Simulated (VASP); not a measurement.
# Al2Cu: single point with PBE

Crystal: Al2Cu.

```
Al Cu
1.0
     2.86650    0.00000    0.00000
    -1.43325    2.48246    0.00000
     0.00000    0.00000    6.22702
Al Cu
2 1
Direct
  0.33333 0.66667 0.18401
  0.66667 0.33333 0.81599
  0.00000 0.00000 0.50000
```

```json
{
  "Program": "VASP 6.6.1",
  "Task": "single point",
  "Functional": "PBE",
  "Potentials or basis": "VASP PAW PBE potentials, release 64 (Al, Cu)",
  "Cutoff": "520 eV",
  "k mesh": "18 × 18 × 8",
  "Occupations": "gaussian, width 0.1 eV",
  "Spin": "no spin polarisation",
  "Dipole correction": "no",
  "Further INCAR settings": "ALGO = Fast; EDIFF = 1e-06; NBANDS = 16"
}
```

The pressure is 0.2 GPa and the largest force is 0.020 eV/Å.

Forces on the atoms (eV/Å):
```
Al   0.000  0.000 -0.020
Al   0.000  0.000  0.020
Cu   0.000  0.000  0.000
```

Stress tensor (GPa, compression positive):
```
0.18 0.00 0.00
0.00 0.18 0.00
0.00 0.00 0.32
```

Levels at points of the mesh, in eV from the Fermi level:
| k point | band 5 | band 6 | band 7 | band 8 | band 9 | band 10 | band 11 | band 12 |
| --- | --- | --- | --- | --- | --- | --- | --- | --- |
| (0.00, 0.00, 0.00) | -3.54 | -3.54 | -3.28 | -3.28 | 3.68 | 5.44 | 10.97 | 10.97 |
| (0.50, 0.00, 0.00) | -3.48 | -2.74 | -2.69 | -2.07 | -1.00 | 0.33 | 0.80 | 5.74 |
| (0.00, 0.00, 0.50) | -3.54 | -3.28 | -3.28 | -2.94 | -0.59 | 10.69 | 11.18 | 11.18 |
| (0.50, 0.00, 0.50) | -3.53 | -3.48 | -3.17 | -2.74 | -1.40 | 2.75 | 3.92 | 4.13 |

Run time: 2.6 min on 1 thread of Intel Xeon 6975P-C, with other jobs on the host, peak memory 0.31 GiB.
